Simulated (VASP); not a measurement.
Input of a VASP 6.6.1 run:

Contents of POSCAR:

```
Mg3Sb2
1.0
    4.5715054100      0.0000000000      0.0000000000
   -2.2857527000      3.9590398200      0.0000000000
    0.0000000000      0.0000000000      7.2448996400
Mg Sb
3 2
Direct
    0.3333333300      0.6666666700      0.6335056500
    0.6666666700      0.3333333300      0.3664943500
    0.0000000000      0.0000000000      0.0000000000
    0.3333333300      0.6666666700      0.2286768400
    0.6666666700      0.3333333300      0.7713231600
```

The input INCAR.step1:

```
PREC = Accurate ; ENCUT = 580
ISMEAR = -1 ; SIGMA = 0.02
LREAL = False ; LASPH = True
NELM = 120 ; GGA = PE
ALGO = Normal ; EDIFF = 1E-5
LWAVE = True ; LCHARG = False
GGA_COMPAT = False ; IBRION = 2
EDIFFG = -0.01 ; NELMIN = 4
NSW = 100
```

INCAR.step2

```
PREC = Accurate ; ENCUT = 580
EDIFF = 1E-7 ; ISMEAR = -1
SIGMA = 0.02 ; LREAL = False
LASPH = True ; NELM = 120
ALGO = Normal ; ISIF = 2
LWAVE = False ; LCHARG = False
METAGGA = R2SCAN ; LMIXTAU = True
IBRION = 2 ; NSW = 50
EDIFFG = -0.01 ; ISTART = 1
GGA_COMPAT = False ; NELMIN = 4
```

The input KPOINTS:

```
regular mesh
0
Gamma
  6 6 4
```

Potentials or basis: VASP PAW PBE potentials, release 64 (Mg, Sb).

Command:

```sh
$ cat potpaw_PBE.64/Mg/POTCAR potpaw_PBE.64/Sb/POTCAR > POTCAR
$ cp INCAR.step1 INCAR
$ mpirun -np 1 vasp_std > vasp.out
$ cp INCAR.step2 INCAR
$ mpirun -np 1 vasp_std > vasp.out
```

**Question.** Predict the band gap on the k mesh.

**Answer.** 0.56 eV (least direct gap 1.74 eV).

Forces on the atoms (eV/Å):
```
Mg   0.000  0.000  0.001
Mg   0.000  0.000 -0.001
Mg   0.000  0.000  0.000
Sb   0.000  0.000 -0.009
Sb   0.000  0.000  0.009
```

Caveat: the relaxation stopped at its first step, so nothing moved; semilocal functionals underestimate gaps, and a narrow one can read as zero; the PAW data sets were made with another functional, which shifts forces and pressure a little; spin-orbit coupling is left out, which moves the levels of the heavy elements. A k mesh can miss the band edges.
